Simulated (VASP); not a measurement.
Set up this calculation in VASP 6.6.1, as the native input.

- Task: single point
- Functional: PBEsol
- Potentials or basis: VASP PAW PBE potentials, release 64 (Si, Ni)
- Cutoff: 520 eV
- k mesh: 18 × 16 × 12
- Occupations: gaussian, width 0.1 eV
- Spin: no spin polarisation
- Dipole correction: no
- Further INCAR settings: ALGO = Normal; EDIFF = 1e-06; NBANDS = 22

The structure of SiNi lies in POSCAR:

```
SiNi
1.0
    2.9498666834      0.0000000000      0.0000000000
    0.0000000000      3.1860784499      0.0000000000
    0.0000000000      0.0000000000      4.7145212352
Si Ni
2 2
Direct
    0.5000000000      0.5000000000      0.8426091518
    0.0000000000      0.0000000000      0.1573908482
    0.5000000000      0.5000000000      0.3432947122
    0.0000000000      0.0000000000      0.6567052878
```

This cell differs from its parent crystal: biaxial strain in the a-b plane: -1.5 %.

These files were run (other wordings do the same):

INCAR

```
PREC = Accurate
ENCUT = 520
EDIFF = 1E-6
ISMEAR = 0
SIGMA = 0.1
LREAL = F
LASPH = T
NELM = 80
ALGO = Normal
ISIF = 2
LWAVE = F
LCHARG = T
GGA = PS
LELF = T
LVHAR = T
NBANDS = 22
```

KPOINTS

```
regular mesh
0
Gamma
  18 16 12
```

Potentials or basis: VASP PAW PBE potentials, release 64 (Si, Ni).

Command:

```console
$ cat potpaw_PBE.64/Si/POTCAR potpaw_PBE.64/Ni/POTCAR > POTCAR
$ mpirun -np 1 vasp_std > vasp.out
```

Results of the run:

* Pressure: 4.0 GPa
* Largest force: 0.031 eV/Å
* Band gap on the k mesh: zero (bands 14 and 15 overlap by 2.13 eV)

Caveat: the cell differs from its parent crystal (biaxial strain in the a-b plane: -1.5 %); the stress differs along the axes, from 1 to 6 GPa; the PAW data sets were made with another functional, which shifts forces and pressure a little.

Wall time 8.3 min on 1 thread of Intel(R) Xeon(R) Platinum 8375C CPU @ 2.90GHz (Ice Lake), on a shared host, peak memory 0.58 GiB.
